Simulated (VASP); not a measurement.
# Mg (P2_1/m) in VASP: single point with PBE

Aim: the single point of Mg with PBE.

Everything below comes from runs of VASP 6.6.1. Logs are shortened: lines on timing, memory, paths and dates and some standing lists are left out, and cuts for length are marked.

## 1. The cell of the first run

Symmetry: P2_1/m, No. 11, monoclinic system. The conventional cell has a = 3.091 Å, b = 5.060 Å, c = 3.099 Å, α = 90.00°, β = 118.72°, γ = 90.00°. Mg (site symmetry m) has 12 Mg at 3.03 to 3.20 Å within 4.0 Å.

## 2. Single point, PBE (strained and its atoms moved)

File INCAR:

```
SYSTEM = Mg
PREC = Accurate ; ENCUT = 520
EDIFF = 1E-6 ; ISMEAR = 0
SIGMA = 0.1 ; LREAL = .FALSE.
LASPH = .TRUE. ; NELM = 60
ALGO = Fast ; ISIF = 2
LWAVE = .FALSE. ; LCHARG = .FALSE.
GGA = PE ; NBANDS = 9
```

File KPOINTS:

```
regular mesh
0
G
  14 14 8
  0 0 0
```

File POSCAR:

```
Mg
1.0
    3.0904643004      0.0320927153      0.0000000000
   -1.5174390434      2.7019249305      0.0000000000
    0.0000000000      0.0000000000      5.0603767026
Mg
2
Direct
    0.3284179595      0.6950765587      0.2500000000
    0.6715820405      0.3049234413      0.7500000000
```

Potentials or basis: VASP PAW PBE potentials, release 64 (Mg).

Run with:

```console
$ cat potpaw_PBE.64/Mg/POTCAR > POTCAR
$ mpirun -np 1 vasp_std > vasp.out
```

OUTCAR:

```text
SYSTEM = Mg
   PREC = Accurate
   ENCUT = 520
   EDIFF = 1E-6
   ISMEAR = 0
   LREAL = .FALSE.
   LASPH = .TRUE.
   NELM = 60
   ISIF = 2
   GGA = PE

 ion  position               nearest neighbor table
   1  0.328  0.695  0.250-   2 3.03   2 3.03   2 3.10   2 3.10   2 3.20   2 3.20
   2  0.672  0.305  0.750-   1 3.03   1 3.03   1 3.10   1 3.10   1 3.20   1 3.20

  LATTYP: Found a simple monoclinic cell.
 ALAT       =     3.0906309282
 B/A-ratio  =     1.6373280473
 C/A-ratio  =     1.0026670907
 COS(beta)  =    -0.4805941862

  Lattice vectors:

 A1 = (   3.0904643004,   0.0320927153,   0.0000000000)
 A2 = (   0.0000000000,   0.0000000000,  -5.0603767026)
 A3 = (  -1.5174390434,   2.7019249305,   0.0000000000)

Analysis of symmetry for initial positions (statically):
=====================================================================
 Subroutine PRICEL returns:
 Original cell was already a primitive cell.

 Routine SETGRP: Setting up the symmetry group for a
 simple monoclinic supercell.

 Subroutine GETGRP returns: Found  4 space group operations
 (whereof  2 operations were pure point group operations)
 out of a pool of  4 trial point group operations.

The static configuration has the point symmetry S_2 .
 The point group associated with its full space group is C_2h.

Analysis of symmetry for dynamics (positions and initial velocities):
=====================================================================
 Subroutine PRICEL returns:
 Original cell was already a primitive cell.

 Routine SETGRP: Setting up the symmetry group for a
 simple monoclinic supercell.

 Subroutine GETGRP returns: Found  4 space group operations
 (whereof  2 operations were pure point group operations)
 out of a pool of  4 trial point group operations.

The dynamic configuration has the point symmetry S_2 .
 The point group associated with its full space group is C_2h.

 Subroutine INISYM returns: Found  4 space group operations
 (whereof  2 operations are pure point group operations),
 and found     1 'primitive' translations

----------------------------------------------------------------------------------------

                                     Primitive cell

  volume of cell :      42.5016

  direct lattice vectors                    reciprocal lattice vectors
     3.090464300  0.032092715  0.000000000     0.321699808  0.180671137  0.000000000
    -1.517439043  2.701924931  0.000000000    -0.003821061  0.367960546  0.000000000
     0.000000000  0.000000000  5.060376703     0.000000000  0.000000000  0.197613747

  length of vectors
     3.090630928  3.098873921  5.060376703     0.368961822  0.367980385  0.197613747

  position of ions in fractional coordinates (direct lattice)
     0.328417960  0.695076559  0.250000000
     0.671582040  0.304923441  0.750000000

  ion indices of the primitive-cell ions
   primitive index   ion index
                 1           1
                 2           2

----------------------------------------------------------------------------------------

 KPOINTS: regular mesh

Automatic generation of k-mesh.
 Grid dimensions read from file:
 generate k-points for:   14   14    8

 Generating k-lattice:

  Cartesian coordinates                     Fractional coordinates (reciprocal lattice)
     0.022978558  0.012905081  0.000000000     0.071428571 -0.000000000  0.000000000
    -0.000272933  0.026282896  0.000000000     0.000000000  0.071428571  0.000000000
     0.000000000  0.000000000  0.024701718     0.000000000  0.000000000  0.125000000

  Length of vectors
     0.026354416  0.026284313  0.024701718

  Shift w.r.t. Gamma in fractional coordinates (k-lattice)
     0.000000000  0.000000000  0.000000000

 Subroutine IBZKPT returns following result:
 ===========================================

 Found    500 irreducible k-points:

 Following reciprocal coordinates:
            Coordinates               Weight
  0.000000  0.000000  0.000000      1.000000
  0.071429 -0.000000  0.000000      2.000000
  0.142857 -0.000000  0.000000      2.000000
  0.214286 -0.000000  0.000000      2.000000
  0.285714  0.000000  0.000000      2.000000
  0.357143 -0.000000  0.000000      2.000000
[... 16 lines left out ...]
 -0.000000  0.142857  0.000000      2.000000
  0.071429  0.142857  0.000000      2.000000
 [... further k-points ...]
   k-points           NKPTS =    500   k-points in BZ     NKDIM =    500   number of bands    NBANDS=      9
   number of dos      NEDOS =    301   number of ions     NIONS =      2
   total plane-waves  NPLWV =  23040
   dimension x,y,z NGX =    24 NGY =   24 NGZ =   40
   dimension x,y,z NGXF=    48 NGYF=   48 NGZF=   80
   ions per type =               2
   NGX,Y,Z   is equivalent  to a cutoff of  12.91, 12.88, 13.14 a.u.
   NGXF,Y,Z  is equivalent  to a cutoff of  25.82, 25.75, 26.28 a.u.
 SYSTEM =  Mg
   PREC   = accura    normal or accurate (medium, high low for compatibility)
   ISTART =      0    job   : 0-new  1-cont  2-samecut
   ICHARG =      2    charge: 1-file 2-atom 10-const
   ISPIN  =      1    spin polarized calculation?
   LNONCOLLINEAR =      F non collinear calculations
   LSORBIT =      F    spin-orbit coupling
   LASPH  =      T    aspherical Exc in radial PAW
   ENCUT  =  520.0 eV  38.22 Ry    6.18 a.u.   5.75  5.76  9.41*2*pi/ulx,y,z
   NELM   =     60;   NELMIN=  2; NELMDL= -5     # of ELM steps
   EDIFF  = 0.1E-05   stopping-criterion for ELM
   LREAL  =      F    real-space projection
   EDIFFG = 0.1E-04   stopping-criterion for IOM
   NSW    =      0    number of steps for IOM
   IBRION =     -1    ionic relax: 0-MD 1-quasi-New 2-CG
   NFREE  =      0    steps in history (QN), initial steepest desc. (CG)
   ISIF   =      2    stress and relaxation
   ISYM   =      2    0-nonsym 1-usesym 2-fastsym
   POTIM  = 0.5000    time-step for ionic-motion
   TEBEG  =    0.0;   TEEND  =   0.0 temperature during run
   PSTRESS=    0.0 pullay stress
   NELECT =       4.0000    total number of electrons
   NUPDOWN=      -1.0000    fix difference up-down
   EMIN   =  10.00;   EMAX   =-10.00  energy-range for DOS
   EFERMI =   0.00;   METHOD = LEGACY
   ISMEAR =     0;   SIGMA  =   0.10  broadening in eV -4-tet -1-fermi 0-gaus
   EFERMI_NEDOS =   21; number of points for ismear=-14 and -15
   IALGO  =     68    algorithm
   IMIX   =      4    mixing-type and parameters
     AMIX     =   0.40;   BMIX     =  1.00
     AMIX_MAG =   1.60;   BMIX_MAG =  1.00
  volume/ion in A,a.u.               =      21.25       143.41
  Fermi-wavevector in a.u.,A,eV,Ry     =   0.744663  1.407209  7.544741  0.554523
  Thomas-Fermi vector in A             =   1.840068
   LORBIT       =      0    0 simple, 1 ext, 2 COOP (PROOUT), +10 PAW based schemes
   GGA     = PE    functional components
   LHFCALC =     F    Hartree Fock is set to
   AEXX    =    0.0000 exact exchange contribution
   IVDW    =     0    specifies the selected vdW correction
   LEPSILON=     F    determine dielectric tensor
   LRPA    =     F    only Hartree local field effects (RPA)
 non-spin polarized calculation
 RMM-DIIS sequential band-by-band and
 Gauss-broadening in eV      SIGMA  =   0.10
  energy-cutoff  :      520.00
  volume of cell :       42.50
 maximum number of plane-waves:      1166
   NGX = 11   NGY = 11   NGZ = 19

 number of electron       4.0000000 magnetization

 Free energy of the ion-electron system (eV)
  ---------------------------------------------------
  ext. energy  EPLUGINS =         0.00000000
  ---------------------------------------------------
  free energy    TOTEN  =        -2.97738331 eV

  energy without entropy =       -2.97396644  energy(sigma->0) =       -2.97567488

 E-fermi :   3.0794     XC(G=0):  -8.7332

 val. band max:        3.0776728445   @ k =  -0.3571   0.1429   0.0000
 cond. band min:       3.0806585554   @ k =  -0.2857   0.0714   0.0000
 fundamental gap:      0.0029857109
 Fermi energy:         3.0793600899

 k-point     1 :       0.0000    0.0000    0.0000
  band No.  band energies     occupation
      1      -4.2213      2.00000
      2       1.2320      2.00000
      3       1.8051      2.00000
      4      14.1222      0.00000
      5      14.5430      0.00000
      6      14.7953      0.00000
      7      14.9010      0.00000
      8      15.3236      0.00000
      9      17.2146      0.00000

 k-point     2 :       0.0714   -0.0000    0.0000
  band No.  band energies     occupation
      1      -4.1165      2.00000
      2       1.3269      2.00000
      3       1.9062      2.00000
      4      12.3632      0.00000
      5      13.5335      0.00000
      6      14.3397      0.00000
      7      15.9224      0.00000
      8      16.1976      0.00000
      9      17.1109      0.00000

 k-point     3 :       0.1429   -0.0000    0.0000
  band No.  band energies     occupation
      1      -3.8028      2.00000
      2       1.6118      2.00000
      3       2.2063      2.00000
      4      10.1088      0.00000
      5      12.6058      0.00000
      6      13.2459      0.00000
      7      14.9634      0.00000
      8      15.8201      0.00000
      9      17.0401      0.00000

 k-point     4 :       0.2143   -0.0000    0.0000
  band No.  band energies     occupation
      1      -3.2824      2.00000
      2       2.0870      2.00000
      3       2.6921      2.00000
      4       7.9714      0.00000
      5      11.8191      0.00000
      6      12.0822      0.00000
      7      12.8163      0.00000
      8      14.4946      0.00000
      9      16.4786      0.00000
[... 205 lines left out ...]
 k-point    22 :      -0.0714    0.0714    0.0000
  band No.  band energies     occupation
      1      -4.1127      2.00000
      2       1.3304      2.00000
      3       1.9103      2.00000
      4      12.8493      0.00000
      5      13.1590      0.00000
      6      14.1990      0.00000
      7      15.6543      0.00000
      8      16.2071      0.00000
      9      17.8796      0.00000

 k-point    23 :      -0.0000    0.1429    0.0000
  band No.  band energies     occupation
      1      -3.8050      2.00000
      2       1.6096      2.00000
      3       2.2031      2.00000
      4      10.0674      0.00000
      5      12.6728      0.00000
      6      13.2676      0.00000
      7      14.8650      0.00000
      8      15.7162      0.00000
      9      17.2881      0.00000

 k-point    24 :       0.0714    0.1429    0.0000
  band No.  band energies     occupation
      1      -3.5010      2.00000
      2       1.8865      2.00000
      3       2.4878      2.00000
      4       9.0524      0.00000
      5      10.5592      0.00000
      6      13.8290      0.00000
      7      14.1111      0.00000
      8      15.3428      0.00000
      9      15.5898      0.00000

 [... further k-points ...]
[... 5 lines left out ...]
  --------------------------------------------------------------------------------------
  -------------------------------------------------------------------------------------
  Total        0.8166601      0.8287129      0.8672056     -0.0553016      0.0000000      0.0000000
  in kB       30.7855261     31.2398805     32.6909355     -2.0846967      0.0000000      0.0000000
  external PRESSURE =      31.5721140 kB  Pullay stress =       0.0000000 kB

 VOLUME and BASIS-vectors are now :
 -----------------------------------------------------------------------------
  energy-cutoff  :      520.00
  volume of cell :       42.50
      direct lattice vectors                 reciprocal lattice vectors
     3.090464300  0.032092715  0.000000000     0.321699808  0.180671137  0.000000000
    -1.517439043  2.701924931  0.000000000    -0.003821061  0.367960546  0.000000000
     0.000000000  0.000000000  5.060376703     0.000000000  0.000000000  0.197613747

 POSITION                                       TOTAL-FORCE (eV/Angst)
 -----------------------------------------------------------------------------------
     -0.03977      1.88858      1.26509         0.043663     -0.118109      0.000000
      1.61280      0.84543      3.79528        -0.043663      0.118109      0.000000
 -----------------------------------------------------------------------------------
    total drift:                                0.000000     -0.000000      0.000000

  FREE ENERGIE OF THE ION-ELECTRON SYSTEM (eV)
  ---------------------------------------------------
  free  energy   TOTEN  =        -2.9773833064 eV

  energy  without entropy=       -2.9739664440  energy(sigma->0) =       -2.97567488
```

It took 60 s on 1 thread of Intel Xeon Platinum 8488C (Sapphire Rapids), shared host; peak memory 0.3 GiB.

What came out:

* Free energy: -2.9774 eV
* Pressure: 3.2 GPa
* Largest force: 0.126 eV/Å
* Band gap on the k mesh: zero (band 2 reaches 3.99 eV, above the bottom of band 3 at 1.81 eV)

Forces on the atoms (eV/Å):
```
Mg   0.044 -0.118  0.000
Mg  -0.044  0.118  0.000
```

Stress tensor (GPa, compression positive):
```
 3.08 -0.21  0.00
-0.21  3.12  0.00
 0.00  0.00  3.27
```

Levels at points of the mesh, in eV from the Fermi level:
| k point | band 1 | band 2 | band 3 | band 4 | band 5 | band 6 | band 7 |
| --- | --- | --- | --- | --- | --- | --- | --- |
| (0.00, 0.00, 0.00) | -7.30 | -1.85 | -1.27 | 11.04 | 11.46 | 11.72 | 11.82 |
| (0.50, 0.00, 0.00) | -2.34 | -2.28 | 2.70 | 2.97 | 3.45 | 3.83 | 7.45 |
| (0.00, 0.50, 0.00) | -2.36 | -2.32 | 2.72 | 2.89 | 3.54 | 3.75 | 7.53 |
| (0.50, 0.50, 0.00) | -2.22 | -2.05 | 2.85 | 3.18 | 3.42 | 4.00 | 6.87 |
| (0.00, 0.00, 0.50) | -5.84 | -5.84 | 5.23 | 5.23 | 11.93 | 11.93 | 12.37 |
| (0.50, 0.00, 0.50) | -1.26 | -1.26 | -0.50 | -0.50 | 8.27 | 8.27 | 8.68 |
| (0.00, 0.50, 0.50) | -1.30 | -1.30 | -0.50 | -0.50 | 8.28 | 8.28 | 8.74 |
| (0.50, 0.50, 0.50) | -1.07 | -1.07 | -0.36 | -0.36 | 8.06 | 8.06 | 8.19 |

Caveat: the cell differs from its parent crystal (strained and its atoms moved).
